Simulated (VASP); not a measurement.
Input of a VASP 6.6.1 run:

File INCAR:

```
SYSTEM = PbSe
PREC = Accurate
ENCUT = 520
EDIFF = 1E-6
ISMEAR = -1
SIGMA = 0.1
LREAL = .FALSE.
LASPH = .TRUE.
NELM = 80
ALGO = Normal
ISIF = 2
LWAVE = .FALSE.
LCHARG = .FALSE.
GGA = PE
NBANDS = 28
```

The input KPOINTS:

```
Automatic mesh
0
G
  3 3 3
  0 0 0
```

POSCAR

```
PbSe
1.0
    4.9484600000      0.0419810000      0.5328530000
    0.3081480000      4.6794610000      0.6998670000
   -0.6168140000     -0.2622970000      5.2402170000
Pb Se
2 2
Direct
    0.2419189123      0.2193780944      0.1043863819
    0.7198614248      0.6862993661      0.9613858361
    0.7042090156      0.2131847779      0.5355465475
    0.0660639972      0.7047101283      0.4703217896
```

Potentials or basis: VASP PAW PBE potentials, release 64 (Pb_d, Se).

Run with:

```bash
$ cat potpaw_PBE.64/Pb_d/POTCAR potpaw_PBE.64/Se/POTCAR > POTCAR
$ mpirun -np 1 vasp_std > vasp.out
```

(1) Predict the band gap on the k mesh.

(2) Estimate the pressure.

(3) Predict the largest force.

## Answers

(1) zero (band 20 reaches 4.82 eV, above the bottom of band 21 at 4.52 eV).

(2) -2.0 GPa.

(3) 0.855 eV/Å.

Caveat: the k points lie up to 0.45 Å⁻¹ apart; spin-orbit coupling is left out, which moves the levels of the heavy elements.
